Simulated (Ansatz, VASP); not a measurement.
# NiPt5: VASP beside Ansatz

```xyz
6
Lattice="2.7739 0.0000 0.0000 0.0000 2.7739 0.0000 0.0000 0.0000 11.7687" Properties=species:S:1:pos:R:3 pbc="T T T"
Ni    0.0000    0.0000    0.0000
Pt    0.0000    0.0000    7.8458
Pt    1.3870    1.3870    9.8072
Pt    1.3870    1.3870    1.9614
Pt    0.0000    0.0000    3.9229
Pt    1.3870    1.3870    5.8843
```

Alike in both runs: task single point; functional PBE; k mesh 6 × 6 × 2; occupations gaussian, width 0.1 eV; collinear spin.

|  | VASP | Ansatz |
| --- | --- | --- |
| version | VASP 6.6.1 | Ansatz 0.2.0 |
| potentials or method | VASP PAW PBE potentials, release 64 (Ni, Pt), cutoff 520 eV | scalar-relativistic, plane waves, PAW |
| valence electrons in the cell | 60 | 108 |

Ansatz gave:

* gap on the k mesh at the Fermi level (eV): none
* pressure (GPa): -0.4
* traceless stress, the component that is largest in VASP (GPa): -0.54
* rms of the force components (eV/Å): 0.491
* net moment per atom (μB): 0.30
* size of the moment on the site where the two differ most (μB): 0.83

Problem. Which values does VASP return?

Solution. gap on the k mesh at the Fermi level (eV): none; pressure (GPa): -0.8; traceless stress, the component that is largest in VASP (GPa): -0.55; rms of the force components (eV/Å): 0.482; net moment per atom (μB): 0.29; size of the moment on the site where the two differ most (μB): 0.79.

Site moments also hang on the region over which each program counts them. Atom by atom the forces differ by 0.009 eV/Å (rms over components). A gap of «none» marks a metal or a gap that the smearing closes. VASP's potentials hold 60 valence electrons a cell and Ansatz's 108, so a difference there can come from the potentials and not from the codes.

The k mesh is coarse, so the values compare programs but aren't converged. Neither program's run includes spin-orbit coupling.
